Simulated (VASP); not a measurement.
# HoAuF4 (I4mm) in VASP: single point with PBE

Aim: the single point of HoAuF4 with PBE.

Program: VASP 6.6.1. These are calculated values, not measurements. Logs are shortened: lines on timing, memory, paths and dates and some standing lists are left out, and cuts for length are marked.

### Step 1. The cell of the first run

It takes space group I4mm (No. 107, tetragonal). Conventional cell: a = 6.020 Å, b = 6.020 Å, c = 5.971 Å, α = 90.00°, β = 90.00°, γ = 90.00°. Ho (site symmetry 4mm) has 4 F at 2.08 Å and 1 Au at 2.89 Å within 2.9 Å. Within 3.3 Å of Au (site symmetry 4mm) lie 4 F at 2.53 Å and 2 Ho at 2.89 to 3.08 Å. Within 2.8 Å of F (site symmetry m) lie 1 Ho at 2.08 Å and 3 F at 2.47 to 2.51 Å and 1 Au at 2.53 Å.

The cell was built from a structure type or drawn by symmetry, and may not be a known phase.

### Step 2. Single point, PBE

Contents of INCAR:

```
SYSTEM = HoAuF4
PREC = Accurate
ENCUT = 600
EDIFF = 1E-6
ISMEAR = 0
SIGMA = 0.15
LREAL = .False.
LASPH = .True.
NELM = 200
ALGO = Normal
ISIF = 2
LWAVE = .False.
LCHARG = .False.
GGA = PE
NBANDS = 33
GGA_COMPAT = .False.
LMAXMIX = 6
```

Contents of KPOINTS:

```
Automatic mesh
0
Gamma
  3 3 3
  0 0 0
```

Contents of POSCAR:

```
HoAuF4
1.0
   -3.0097706275      3.0097706275      2.9852787531
    3.0097706275     -3.0097706275      2.9852787531
    3.0097706275      3.0097706275     -2.9852787531
Ho Au F
1 1 4
Direct
    0.2896318358      0.2896318358      0.0000000000
    0.8055633577      0.8055633577      0.0000000000
    0.1080270416      0.8135304969      0.7055034553
    0.1080270416      0.4025235864      0.2944965447
    0.8135304969      0.1080270416      0.7055034553
    0.4025235864      0.1080270416      0.2944965447
```

Potentials or basis: VASP PAW PBE potentials, release 64 (Ho_3, Au, F), 4f in core.

Command:

```
cat potpaw_PBE.64/Ho_3/POTCAR potpaw_PBE.64/Au/POTCAR potpaw_PBE.64/F/POTCAR > POTCAR
mpirun -np 1 vasp_std > vasp.out
```

OUTCAR:

```text
SYSTEM = HoAuF4
   PREC = Accurate
   ENCUT = 600
   EDIFF = 1E-6
   ISMEAR = 0
   LREAL = .False.
   LASPH = .True.
   NELM = 200
   ISIF = 2
   GGA = PE

 ion  position               nearest neighbor table
   1  0.290  0.290  0.000-   3 2.08   5 2.08   4 2.08   6 2.08   2 2.89   2 3.08
   2  0.806  0.806  0.000-   3 2.53   5 2.53   6 2.53   4 2.53   1 2.89   1 3.08
   3  0.108  0.814  0.706-   1 2.08   2 2.53
   4  0.108  0.403  0.294-   1 2.08   2 2.53
   5  0.814  0.108  0.706-   1 2.08   2 2.53
   6  0.403  0.108  0.294-   1 2.08   2 2.53

  LATTYP: Found a body centered tetragonal cell.
 ALAT       =     6.0195412550
 C/A-ratio  =     0.9918625445

  Lattice vectors:

 A1 = (  -3.0097706275,   3.0097706275,   2.9852787531)
 A2 = (   3.0097706275,  -3.0097706275,   2.9852787531)
 A3 = (   3.0097706275,   3.0097706275,  -2.9852787531)

Analysis of symmetry for initial positions (statically):
=====================================================================
 Subroutine PRICEL returns:
 Original cell was already a primitive cell.

 Routine SETGRP: Setting up the symmetry group for a
 body centered tetragonal supercell.

 Subroutine GETGRP returns: Found  8 space group operations
 (whereof  8 operations were pure point group operations)
 out of a pool of 16 trial point group operations.

The static configuration has the point symmetry C_4v.

Analysis of symmetry for dynamics (positions and initial velocities):
=====================================================================
 Subroutine PRICEL returns:
 Original cell was already a primitive cell.

 Routine SETGRP: Setting up the symmetry group for a
 body centered tetragonal supercell.

 Subroutine GETGRP returns: Found  8 space group operations
 (whereof  8 operations were pure point group operations)
 out of a pool of 16 trial point group operations.

The dynamic configuration has the point symmetry C_4v.

 Subroutine INISYM returns: Found  8 space group operations
 (whereof  8 operations are pure point group operations),
 and found     1 'primitive' translations

----------------------------------------------------------------------------------------

                                     Primitive cell

  volume of cell :     108.1712

  direct lattice vectors                    reciprocal lattice vectors
    -3.009770628  3.009770628  2.985278753     0.000000000  0.166125616  0.167488547
     3.009770628 -3.009770628  2.985278753     0.166125616  0.000000000  0.167488547
     3.009770628  3.009770628 -2.985278753     0.166125616  0.166125616  0.000000000

  length of vectors
     5.198973715  5.198973715  5.198973715     0.235902805  0.235902805  0.234937099

  position of ions in fractional coordinates (direct lattice)
     0.289631836  0.289631836  0.000000000
     0.805563358  0.805563358  0.000000000
     0.108027042  0.813530497  0.705503455
     0.108027042  0.402523586  0.294496545
     0.813530497  0.108027042  0.705503455
     0.402523586  0.108027042  0.294496545

  ion indices of the primitive-cell ions
   primitive index   ion index
                 1           1
                 2           2
                 3           3
                 4           4
                 5           5
                 6           6

----------------------------------------------------------------------------------------

 KPOINTS: Automatic mesh

Automatic generation of k-mesh.
 Grid dimensions read from file:
 generate k-points for:    3    3    3

 Generating k-lattice:

  Cartesian coordinates                     Fractional coordinates (reciprocal lattice)
     0.000000000  0.055375205  0.055829516     0.333333333 -0.000000000  0.000000000
     0.055375205  0.000000000  0.055829516    -0.000000000  0.333333333  0.000000000
     0.055375205  0.055375205  0.000000000     0.000000000  0.000000000  0.333333333

  Length of vectors
     0.078634268  0.078634268  0.078312366

  Shift w.r.t. Gamma in fractional coordinates (k-lattice)
     0.000000000  0.000000000  0.000000000

 Subroutine IBZKPT returns following result:
 ===========================================

 Found      6 irreducible k-points:

 Following reciprocal coordinates:
            Coordinates               Weight
  0.000000  0.000000  0.000000      1.000000
  0.333333  0.000000 -0.000000      8.000000
  0.333333  0.333333 -0.000000      8.000000
 -0.333333  0.333333  0.000000      4.000000
 -0.333333  0.333333  0.333333      4.000000
 -0.333333 -0.333333  0.333333      2.000000
   k-points           NKPTS =      6   k-points in BZ     NKDIM =      6   number of bands    NBANDS=     33
   number of dos      NEDOS =    301   number of ions     NIONS =      6
   total plane-waves  NPLWV =  74088
   dimension x,y,z NGX =    42 NGY =   42 NGZ =   42
   dimension x,y,z NGXF=    84 NGYF=   84 NGZF=   84
   ions per type =               1   1   4
   NGX,Y,Z   is equivalent  to a cutoff of  13.43, 13.43, 13.43 a.u.
   NGXF,Y,Z  is equivalent  to a cutoff of  26.86, 26.86, 26.86 a.u.
 SYSTEM =  HoAuF4
   PREC   = accura    normal or accurate (medium, high low for compatibility)
   ISTART =      0    job   : 0-new  1-cont  2-samecut
   ICHARG =      2    charge: 1-file 2-atom 10-const
   ISPIN  =      1    spin polarized calculation?
   LNONCOLLINEAR =      F non collinear calculations
   LSORBIT =      F    spin-orbit coupling
   LASPH  =      T    aspherical Exc in radial PAW
   ENCUT  =  600.0 eV  44.10 Ry    6.64 a.u.  10.38 10.38 10.38*2*pi/ulx,y,z
   NELM   =    200;   NELMIN=  2; NELMDL= -5     # of ELM steps
   EDIFF  = 0.1E-05   stopping-criterion for ELM
   LREAL  =      F    real-space projection
   EDIFFG = 0.1E-04   stopping-criterion for IOM
   NSW    =      0    number of steps for IOM
   IBRION =     -1    ionic relax: 0-MD 1-quasi-New 2-CG
   NFREE  =      0    steps in history (QN), initial steepest desc. (CG)
   ISIF   =      2    stress and relaxation
   ISYM   =      2    0-nonsym 1-usesym 2-fastsym
   POTIM  = 0.5000    time-step for ionic-motion
   TEBEG  =    0.0;   TEEND  =   0.0 temperature during run
   PSTRESS=    0.0 pullay stress
   NELECT =      48.0000    total number of electrons
   NUPDOWN=      -1.0000    fix difference up-down
   EMIN   =  10.00;   EMAX   =-10.00  energy-range for DOS
   EFERMI =   0.00;   METHOD = LEGACY
   ISMEAR =     0;   SIGMA  =   0.15  broadening in eV -4-tet -1-fermi 0-gaus
   EFERMI_NEDOS =   21; number of points for ismear=-14 and -15
   IALGO  =     38    algorithm
   IMIX   =      4    mixing-type and parameters
     AMIX     =   0.40;   BMIX     =  1.00
     AMIX_MAG =   1.60;   BMIX_MAG =  1.00
  volume/ion in A,a.u.               =      18.03       121.66
  Fermi-wavevector in a.u.,A,eV,Ry     =   1.248681  2.359664 21.214247  1.559203
  Thomas-Fermi vector in A             =   2.382756
   LORBIT       =      0    0 simple, 1 ext, 2 COOP (PROOUT), +10 PAW based schemes
   GGA     = PE    functional components
   LHFCALC =     F    Hartree Fock is set to
   AEXX    =    0.0000 exact exchange contribution
   IVDW    =     0    specifies the selected vdW correction
   LEPSILON=     F    determine dielectric tensor
   LRPA    =     F    only Hartree local field effects (RPA)
 non-spin polarized calculation
 Gauss-broadening in eV      SIGMA  =   0.15
  energy-cutoff  :      600.00
  volume of cell :      108.17
 maximum number of plane-waves:      3623
 NGX is ok and might be reduce to    42
   NGX = 21   NGY = 21   NGZ = 21

 number of electron      48.0000010 magnetization

 Free energy of the ion-electron system (eV)
  ---------------------------------------------------
  ext. energy  EPLUGINS =         0.00000000
  ---------------------------------------------------
  free energy    TOTEN  =       -27.56185257 eV

  energy without entropy =      -27.56107294  energy(sigma->0) =      -27.56146276

 E-fermi :  -0.7633     XC(G=0):  -8.9124

 val. band max:       -1.0546852423   @ k =  -0.3333   0.3333   0.0000
 cond. band min:      -0.5394508567   @ k =   0.0000   0.0000   0.0000
 fundamental gap:      0.5152343856
 Fermi energy:        -0.7633254459

 k-point     1 :       0.0000    0.0000    0.0000
  band No.  band energies     occupation
      1     -23.4819      2.00000
      2     -23.3658      2.00000
      3     -23.3658      2.00000
      4     -21.1929      2.00000
      5     -20.6600      2.00000
      6     -20.0015      2.00000
[... 25 lines left out ...]
     32       7.9893      0.00000
     33       8.7785      0.00000

 k-point     2 :       0.3333    0.0000   -0.0000
  band No.  band energies     occupation
      1     -23.4890      2.00000
      2     -23.4078      2.00000
      3     -23.3738      2.00000
      4     -21.1436      2.00000
      5     -20.5517      2.00000
      6     -20.1085      2.00000
[... 25 lines left out ...]
     32       8.6992      0.00000
     33       8.9609      0.00000

 k-point     3 :       0.3333    0.3333   -0.0000
  band No.  band energies     occupation
      1     -23.4740      2.00000
      2     -23.4291      2.00000
      3     -23.4015      2.00000
      4     -21.0685      2.00000
      5     -20.4792      2.00000
      6     -20.1059      2.00000
[... 25 lines left out ...]
     32       8.6006      0.00000
     33       8.8532      0.00000

 k-point     4 :      -0.3333    0.3333    0.0000
  band No.  band energies     occupation
      1     -23.4723      2.00000
      2     -23.4150      2.00000
      3     -23.3940      2.00000
      4     -21.0557      2.00000
      5     -20.5066      2.00000
      6     -20.1210      2.00000
[... 25 lines left out ...]
     32       8.3546      0.00000
     33       8.5142      0.00000

 k-point     5 :      -0.3333    0.3333    0.3333
  band No.  band energies     occupation
      1     -23.4777      2.00000
      2     -23.4212      2.00000
      3     -23.3808      2.00000
      4     -21.1672      2.00000
      5     -20.5085      2.00000
      6     -20.1036      2.00000
[... 25 lines left out ...]
     32       8.5612      0.00000
     33       8.9759      0.00000

 k-point     6 :      -0.3333   -0.3333    0.3333
  band No.  band energies     occupation
      1     -23.5053      2.00000
      2     -23.3813      2.00000
      3     -23.3813      2.00000
      4     -21.2401      2.00000
      5     -20.5714      2.00000
      6     -19.9840      2.00000
[... 25 lines left out ...]
     32       8.7189      0.00000
     33       8.7189      0.00000

------------------------ aborting loop because EDIFF is reached ----------------------------------------

  FORCE on cell =-STRESS in cart. coord.  units (eV):
  Direction    XX          YY          ZZ          XY          YZ          ZX
  --------------------------------------------------------------------------------------
  -------------------------------------------------------------------------------------
  Total        0.9769721      0.9769721      0.6673241      0.0000000     -0.0000000      0.0000000
  in kB       14.4704177     14.4704177      9.8840684      0.0000000     -0.0000000      0.0000000
  external PRESSURE =      12.9416346 kB  Pullay stress =       0.0000000 kB

 VOLUME and BASIS-vectors are now :
 -----------------------------------------------------------------------------
  energy-cutoff  :      600.00
  volume of cell :      108.17
      direct lattice vectors                 reciprocal lattice vectors
    -3.009770628  3.009770628  2.985278753     0.000000000  0.166125616  0.167488547
     3.009770628 -3.009770628  2.985278753     0.166125616  0.000000000  0.167488547
     3.009770628  3.009770628 -2.985278753     0.166125616  0.166125616  0.000000000

 POSITION                                       TOTAL-FORCE (eV/Angst)
 -----------------------------------------------------------------------------------
      0.00000      0.00000      1.72926        -0.000000     -0.000000      0.603309
      0.00000      0.00000      4.80966        -0.000000     -0.000000     -0.089831
      4.24681      0.00000      0.64498        -0.286271      0.000000     -0.128369
      1.77273     -0.00000      0.64498         0.286271      0.000000     -0.128369
      0.00000      4.24681      0.64498        -0.000000     -0.286271     -0.128369
     -0.00000      1.77273      0.64498        -0.000000      0.286271     -0.128369
 -----------------------------------------------------------------------------------
    total drift:                               -0.000001     -0.000001     -0.001166

  FREE ENERGIE OF THE ION-ELECTRON SYSTEM (eV)
  ---------------------------------------------------
  free  energy   TOTEN  =       -27.5618525696 eV

  energy  without entropy=      -27.5610729431  energy(sigma->0) =      -27.56146276
```

It took 54 s on 1 thread of Intel Xeon Platinum 8259CL at 2.50GHz (Skylake/Cascade Lake), shared host; peak memory 0.26 GiB.

Results:

```
Free energy            : -27.5619 eV
Pressure               : 1.3 GPa
Largest force          : 0.603 eV/Å
Band gap on the k mesh : 0.52 eV (least direct gap 0.69 eV)
```

Forces on the atoms (eV/Å):
```
Ho   0.000  0.000  0.603
Au   0.000  0.000 -0.090
F   -0.286  0.000 -0.128
F    0.286  0.000 -0.128
F    0.000 -0.286 -0.128
F    0.000  0.286 -0.128
```

Stress tensor (GPa, compression positive):
```
1.45 0.00 0.00
0.00 1.45 0.00
0.00 0.00 0.99
```

Caveat: the k points lie up to 0.49 Å⁻¹ apart; spin-orbit coupling is left out, which moves the levels of the heavy elements; an odd mesh through Γ misses points on the zone boundary, where band edges can lie; the 4f electrons are frozen in the core, so they carry no moment and show no levels. Spin polarisation is off, so any magnetic state and its effect on volume and gap are missing.
